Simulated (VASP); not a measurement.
# AlN in VASP: further runs, part 2 of 2

VASP 6.6.1. Earlier steps stand in the parts before.

### Step 3. Single point, PBE (mode 4 frozen in at -0.037 Å and mode 5 at -0.062 Å (largest displacements))

INCAR

```
SYSTEM = AlN
PREC = Accurate
ENCUT = 520
EDIFF = 1E-6
ISMEAR = 0
SIGMA = 0.05
LREAL = .False.
LASPH = .True.
NELM = 100
ALGO = Normal
ISIF = 2
LWAVE = .False.
LCHARG = .False.
GGA = PE
NBANDS = 26
```

KPOINTS

```
Automatic mesh
0
Gamma
  8 6 4
  0 0 0
```

POSCAR

```
AlN
1.0
   -3.3134793387      0.0000000000      0.0000000000
    0.0000000000      0.0000000000     -4.1875902400
    0.0000000000     -5.7391145645      0.0000000000
Al N
4 4
Direct
    0.5111061504      0.2423139018      0.1666666667
   -0.0111061504      0.2423139018      0.6666666667
    0.0111061504      0.7423139018      0.3333333333
    0.4888938496      0.7423139018      0.8333333333
    0.5107008202      0.7648056511      0.1666666667
   -0.0107008202      0.7648056511      0.6666666667
    0.0107008202      0.2648056511      0.3333333333
    0.4892991798      0.2648056511      0.8333333333
```

Potentials or basis: VASP PAW PBE potentials, release 64 (Al, N).

Started as:

```console
$ cat potpaw_PBE.64/Al/POTCAR potpaw_PBE.64/N/POTCAR > POTCAR
$ mpirun -np 1 vasp_std > vasp.out
```

OUTCAR:

```text
SYSTEM = AlN
   PREC = Accurate
   ENCUT = 520
   EDIFF = 1E-6
   ISMEAR = 0
   LREAL = .False.
   LASPH = .True.
   NELM = 100
   ISIF = 2
   GGA = PE

 ion  position               nearest neighbor table
   1  0.511  0.242  0.167-   7 1.91   7 1.92   8 1.92   5 2.00   5 2.19   3 2.84   3 2.84   3 2.84
                             3 2.84   4 2.84   4 2.84   2 3.28   2 3.28   2 3.35   2 3.35
   2  0.989  0.242  0.667-   8 1.91   8 1.92   7 1.92   6 2.00   6 2.19   4 2.84   4 2.84   4 2.84
                             4 2.84   3 2.84   3 2.84   1 3.28   1 3.28   1 3.35   1 3.35
   3  0.011  0.742  0.333-   5 1.91   5 1.92   6 1.92   7 2.00   7 2.19   1 2.84   1 2.84   1 2.84
                             1 2.84   2 2.84   2 2.84   4 3.28   4 3.28   4 3.35   4 3.35
   4  0.489  0.742  0.833-   6 1.91   6 1.92   5 1.92   8 2.00   8 2.19   2 2.84   2 2.84   2 2.84
                             2 2.84   1 2.84   1 2.84   3 3.28   3 3.28   3 3.35   3 3.35
   5  0.511  0.765  0.167-   3 1.91   3 1.92   4 1.92   1 2.00   1 2.19
   6  0.989  0.765  0.667-   4 1.91   4 1.92   3 1.92   2 2.00   2 2.19
   7  0.011  0.265  0.333-   1 1.91   1 1.92   2 1.92   3 2.00   3 2.19
   8  0.489  0.265  0.833-   2 1.91   2 1.92   1 1.92   4 2.00   4 2.19

  LATTYP: Found a simple orthorhombic cell.
 ALAT       =     3.3134793387
 B/A-ratio  =     1.2638045426
 C/A-ratio  =     1.7320508076

  Lattice vectors:

 A1 = (  -3.3134793387,   0.0000000000,   0.0000000000)
 A2 = (   0.0000000000,   0.0000000000,  -4.1875902400)
 A3 = (   0.0000000000,  -5.7391145645,   0.0000000000)

Analysis of symmetry for initial positions (statically):
=====================================================================
 Subroutine PRICEL returns:
 Original cell was already a primitive cell.

 Routine SETGRP: Setting up the symmetry group for a
 simple orthorhombic supercell.

 Subroutine GETGRP returns: Found  4 space group operations
 (whereof  1 operations were pure point group operations)
 out of a pool of  8 trial point group operations.

The static configuration has the point symmetry C_1 .
 The point group associated with its full space group is C_2v.

Analysis of symmetry for dynamics (positions and initial velocities):
=====================================================================
 Subroutine PRICEL returns:
 Original cell was already a primitive cell.

 Routine SETGRP: Setting up the symmetry group for a
 simple orthorhombic supercell.

 Subroutine GETGRP returns: Found  4 space group operations
 (whereof  1 operations were pure point group operations)
 out of a pool of  8 trial point group operations.

The dynamic configuration has the point symmetry C_1 .
 The point group associated with its full space group is C_2v.

 Subroutine INISYM returns: Found  4 space group operations
 (whereof  1 operations are pure point group operations),
 and found     1 'primitive' translations

----------------------------------------------------------------------------------------

                                     Primitive cell

  volume of cell :      79.6330

  direct lattice vectors                    reciprocal lattice vectors
    -3.313479339  0.000000000  0.000000000    -0.301797566  0.000000000  0.000000000
     0.000000000  0.000000000 -4.187590240     0.000000000  0.000000000 -0.238800824
     0.000000000 -5.739114565  0.000000000     0.000000000 -0.174242906  0.000000000

[... 53 lines left out ...]
  0.125000  0.000000  0.000000      2.000000
  0.250000  0.000000  0.000000      2.000000
  0.375000  0.000000  0.000000      2.000000
  0.500000  0.000000  0.000000      1.000000
  0.000000  0.166667  0.000000      2.000000
[... 16 lines left out ...]
  0.250000  0.000000  0.250000      4.000000
  0.375000  0.000000  0.250000      4.000000
 [... further k-points ...]
   k-points           NKPTS =     60   k-points in BZ     NKDIM =     60   number of bands    NBANDS=     26
   number of dos      NEDOS =    301   number of ions     NIONS =      8
   total plane-waves  NPLWV =  43008
   dimension x,y,z NGX =    28 NGY =   32 NGZ =   48
   dimension x,y,z NGXF=    56 NGYF=   64 NGZF=   96
   ions per type =               4   4
   NGX,Y,Z   is equivalent  to a cutoff of  14.05, 12.70, 13.90 a.u.
   NGXF,Y,Z  is equivalent  to a cutoff of  28.10, 25.41, 27.81 a.u.
 SYSTEM =  AlN
   PREC   = accura    normal or accurate (medium, high low for compatibility)
   ISTART =      0    job   : 0-new  1-cont  2-samecut
   ICHARG =      2    charge: 1-file 2-atom 10-const
   ISPIN  =      1    spin polarized calculation?
   LNONCOLLINEAR =      F non collinear calculations
   LSORBIT =      F    spin-orbit coupling
   LASPH  =      T    aspherical Exc in radial PAW
   ENCUT  =  520.0 eV  38.22 Ry    6.18 a.u.   6.16  7.79 10.67*2*pi/ulx,y,z
   NELM   =    100;   NELMIN=  2; NELMDL= -5     # of ELM steps
   EDIFF  = 0.1E-05   stopping-criterion for ELM
   LREAL  =      F    real-space projection
   EDIFFG = 0.1E-04   stopping-criterion for IOM
   NSW    =      0    number of steps for IOM
   IBRION =     -1    ionic relax: 0-MD 1-quasi-New 2-CG
   NFREE  =      0    steps in history (QN), initial steepest desc. (CG)
   ISIF   =      2    stress and relaxation
   ISYM   =      2    0-nonsym 1-usesym 2-fastsym
   POTIM  = 0.5000    time-step for ionic-motion
   TEBEG  =    0.0;   TEEND  =   0.0 temperature during run
   PSTRESS=    0.0 pullay stress
   NELECT =      32.0000    total number of electrons
   NUPDOWN=      -1.0000    fix difference up-down
   EMIN   =  10.00;   EMAX   =-10.00  energy-range for DOS
   EFERMI =   0.00;   METHOD = LEGACY
   ISMEAR =     0;   SIGMA  =   0.05  broadening in eV -4-tet -1-fermi 0-gaus
   EFERMI_NEDOS =   21; number of points for ismear=-14 and -15
   IALGO  =     38    algorithm
   IMIX   =      4    mixing-type and parameters
     AMIX     =   0.40;   BMIX     =  1.00
     AMIX_MAG =   1.60;   BMIX_MAG =  1.00
  volume/ion in A,a.u.               =       9.95        67.17
  Fermi-wavevector in a.u.,A,eV,Ry     =   1.208074  2.282930 19.856940  1.459444
  Thomas-Fermi vector in A             =   2.343693
   LORBIT       =      0    0 simple, 1 ext, 2 COOP (PROOUT), +10 PAW based schemes
   GGA     = PE    functional components
   LHFCALC =     F    Hartree Fock is set to
   AEXX    =    0.0000 exact exchange contribution
   IVDW    =     0    specifies the selected vdW correction
   LEPSILON=     F    determine dielectric tensor
   LRPA    =     F    only Hartree local field effects (RPA)
 non-spin polarized calculation
 Gauss-broadening in eV      SIGMA  =   0.05
  energy-cutoff  :      520.00
  volume of cell :       79.63
 maximum number of plane-waves:      2174
 NGX is ok and might be reduce to    28
   NGX = 13   NGY = 15   NGZ = 21

 number of electron      31.9999994 magnetization

 Free energy of the ion-electron system (eV)
  ---------------------------------------------------
  ext. energy  EPLUGINS =         0.00000000
  ---------------------------------------------------
  free energy    TOTEN  =       -58.59742510 eV

  energy without entropy =      -58.59742510  energy(sigma->0) =      -58.59742510

 E-fermi :   8.1348     XC(G=0): -11.1553

 val. band max:        7.8870087439   @ k =   0.0000   0.0000   0.0000
 cond. band min:      11.1855754844   @ k =   0.0000   0.0000   0.0000
 fundamental gap:      3.2985667406
 Fermi energy:         8.1347506027

 k-point     1 :       0.0000    0.0000    0.0000
  band No.  band energies     occupation
      1      -8.8400      2.00000
      2      -6.9968      2.00000
      3      -5.8477      2.00000
      4      -5.2337      2.00000
      5       1.0921      2.00000
      6       1.4784      2.00000
[... 685 lines left out ...]
     25      17.8471      0.00000
     26      18.1741      0.00000

 [... further k-points ...]
[... 5 lines left out ...]
  --------------------------------------------------------------------------------------
  -------------------------------------------------------------------------------------
  Total       -0.4199366     -0.4003166      1.5469411      0.0000000      0.0000000      0.0000000
  in kB       -8.4489160     -8.0541704     31.1236850      0.0000000      0.0000000      0.0000000
  external PRESSURE =       4.8735328 kB  Pullay stress =       0.0000000 kB

 VOLUME and BASIS-vectors are now :
 -----------------------------------------------------------------------------
  energy-cutoff  :      520.00
  volume of cell :       79.63
      direct lattice vectors                 reciprocal lattice vectors
    -3.313479339  0.000000000  0.000000000    -0.301797566  0.000000000  0.000000000
     0.000000000  0.000000000 -4.187590240     0.000000000  0.000000000 -0.238800824
     0.000000000 -5.739114565  0.000000000     0.000000000 -0.174242906  0.000000000

 POSITION                                       TOTAL-FORCE (eV/Angst)
 -----------------------------------------------------------------------------------
     -1.69354     -0.95652     -1.01471         0.112066      0.011714     -0.171087
     -3.27668     -3.82608     -1.01471        -0.112066      0.011714     -0.171087
     -0.03680     -1.91304     -3.10851         0.112066     -0.011714     -0.171087
     -1.61994     -4.78260     -3.10851        -0.112066     -0.011714     -0.171087
     -1.69220     -0.95652     -3.20269         0.057383      0.014273      0.171087
     -3.27802     -3.82608     -3.20269        -0.057383      0.014273      0.171087
     -0.03546     -1.91304     -1.10890         0.057383     -0.014273      0.171087
     -1.62128     -4.78260     -1.10890        -0.057383     -0.014273      0.171087
 -----------------------------------------------------------------------------------
    total drift:                                0.000000     -0.000002      0.000198

  FREE ENERGIE OF THE ION-ELECTRON SYSTEM (eV)
  ---------------------------------------------------
  free  energy   TOTEN  =       -58.5974251010 eV

  energy  without entropy=      -58.5974251010  energy(sigma->0) =      -58.59742510
```

Wall time 48 s (1 thread of Intel Xeon 6975P-C (Granite Rapids), shared host); peak memory 0.24 GiB.

Results:

| Property | Result |
| --- | --- |
| Free energy | -58.5974 eV |
| Pressure | 0.5 GPa |
| Largest force | 0.205 eV/Å |
| Band gap on the k mesh | 3.30 eV |

Forces in eV/Å, atoms in the order of the input:
```
Al   0.112  0.012 -0.171
Al  -0.112  0.012 -0.171
Al   0.112 -0.012 -0.171
Al  -0.112 -0.012 -0.171
N    0.057  0.014  0.171
N   -0.057  0.014  0.171
N    0.057 -0.014  0.171
N   -0.057 -0.014  0.171
```

Caveat: the cell differs from its parent crystal (mode 4 frozen in at -0.037 Å and mode 5 at -0.062 Å (largest displacements)).
